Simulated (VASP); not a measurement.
KI: relaxation of cell and atoms with PBE

KI:

```
K I
1.0
     4.29120    0.00000    0.00000
     0.00000    4.29120    0.00000
     0.00000    0.00000    4.29120
K I
1 1
Direct
  0.00000 0.00000 0.00000
  0.50000 0.50000 0.50000
```

| Item | Value |
| --- | --- |
| Program | VASP 6.6.1 |
| Task | relaxation of cell and atoms |
| Functional | PBE |
| Potentials or basis | VASP PAW PBE potentials, release 64 (K_sv, I) |
| Cutoff | 600 eV |
| k mesh | 6 × 6 × 6 |
| Occupations | fermi-dirac, width 0.02 eV |
| Spin | no spin polarisation |
| Dipole correction | no |
| Further INCAR settings | ALGO = Normal; EDIFF = 1e-07; IBRION = 2; EDIFFG = -0.005; NSW = 80; ISIF = 3 |

The relaxed volume is 41.06 Å³/atom and the relaxed cell is a = 4.347 Å, b = 4.347 Å, c = 4.347 Å, α = 90.00°, β = 90.00°, γ = 90.00°. The space group after relaxing (to 0.1 Å) is Pm-3m (No. 221) and the energy gained by relaxing is 2.3 meV/atom. The ionic steps are 3. The pressure after relaxing is 0.0 GPa. The band gap on the k mesh is 3.24 eV (least direct gap 3.58 eV).

The path:
```tsv
step	energy change (eV)	largest force (eV/Å)	pressure (GPa)	volume (Å³)
1	0.0000	0.0000	0.51	79.02
2	-0.0034	0.0000	0.25	80.47
3	-0.0046	0.0000	-0.01	82.13
```

Final structure:
```
K I
1.0
     4.34670    0.00000    0.00000
     0.00000    4.34670    0.00000
     0.00000    0.00000    4.34670
K I
1 1
Direct
  0.00000 0.00000 0.00000
  0.50000 0.50000 0.50000
```

Levels at points of the mesh, in eV from the valence-band top:
```csv
k point,band 4,band 5,band 6,band 7,band 8,band 9,band 10,band 11,band 12
"(0.00, 0.00, 0.00)",-12.87,-11.06,-0.34,-0.34,-0.34,3.24,4.84,4.84,8.34
"(0.50, 0.00, 0.00)",-12.86,-10.80,-2.15,-0.26,-0.26,5.38,6.21,6.86,7.08
"(0.50, 0.50, 0.00)",-12.85,-10.75,-1.61,-1.61,0.00,3.95,5.68,6.80,6.80
"(0.50, 0.50, 0.50)",-12.93,-10.60,-1.55,-1.55,-1.55,5.61,5.61,5.61,8.70
```

Run time: 74 s on 1 thread of Intel Xeon 8259CL, on a shared host, peak memory 0.23 GiB.

Caveat: spin-orbit coupling is left out, which moves the levels of the heavy elements. A k mesh can miss the band edges.
